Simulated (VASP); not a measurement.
Wanted: the native input for a VASP 6.6.1 run.

```yaml
Task: single point
Functional: PBE
Potentials_or_basis: VASP PAW PBE potentials, release 64 (Al, Pd)
Cutoff: 520 eV
k_mesh: 16 × 16 × 16
Occupations: gaussian, width 0.1 eV
Spin: no spin polarisation
Dipole_correction: no
Further_INCAR_settings: ALGO = Fast; EDIFF = 1e-06; NBANDS = 18
```

The structure of Al3Pd lies in POSCAR:

```
Al3Pd
1.0
    3.9469100000      0.0000000000      0.0000000000
    0.0000000000      3.9469100000      0.0000000000
    0.0000000000      0.0000000000      3.9469100000
Al Pd
3 1
Direct
    0.0000000000      0.5000000000      0.5000000000
    0.5000000000      0.0000000000      0.5000000000
    0.5000000000      0.5000000000      0.0000000000
    0.0000000000      0.0000000000      0.0000000000
```

One way to write it, as run:

INCAR

```
PREC = Accurate
ENCUT = 520
EDIFF = 1E-6
ISMEAR = 0
SIGMA = 0.1
LREAL = False
LASPH = True
NELM = 100
ALGO = Fast
ISIF = 2
LWAVE = False
LCHARG = True
GGA = PE
LELF = True
LVHAR = True
NBANDS = 18
```

KPOINTS

```
regular mesh
0
Gamma
  16 16 16
```

Potentials or basis: VASP PAW PBE potentials, release 64 (Al, Pd).

The run is started by

```bash
$ cat potpaw_PBE.64/Al/POTCAR potpaw_PBE.64/Pd/POTCAR > POTCAR
$ mpirun -np 1 vasp_std > vasp.out
```

It gave:

```
Pressure : 1.2 GPa
```

Run time: 2.1 min on 1 thread of Intel(R) Xeon(R) Platinum 8259CL CPU @ 2.50GHz (Skylake/Cascade Lake), on a shared host, peak memory 0.29 GiB.
